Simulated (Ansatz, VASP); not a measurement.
One calculation of CuO, two programs

```
Cu O
1.0
     1.91133   -2.06741    0.00000
     1.91133    2.06741    0.00000
     0.00000    0.00000    5.15593
Cu O
2 2
Cartesian
  0.9557 -1.0337 0.0000
  0.9557 1.0337 2.5780
  1.9113 0.0000 1.2890
  1.9113 0.0000 3.8669
```

Alike in both runs: functional PBE; k mesh 8 × 8 × 5; occupations fermi-dirac, width 0.05 eV; no spin polarisation.

|  | VASP | Ansatz |
| --- | --- | --- |
| version | VASP 6.6.1 | Ansatz 0.2.0 |
| potentials or method | VASP PAW PBE potentials, release 64 (Cu_sv_GW, O) | Ansatz PAW |
| plane-wave cutoff (eV) | 820 | 420 |
| valence electrons in the cell | 50 | 50 |
| task | single point | band structure |

Ansatz gave:

- gap on the k mesh at the Fermi level (eV): none
- pressure (GPa): 14.8
- traceless stress, the component that is largest in VASP (GPa): -0.65

Task: What did VASP give for the same quantities?

Result: gap on the k mesh at the Fermi level (eV): none; pressure (GPa): 13.9; traceless stress, the component that is largest in VASP (GPa): -0.57.

A gap of «none» marks a metal or a gap that the smearing closes.
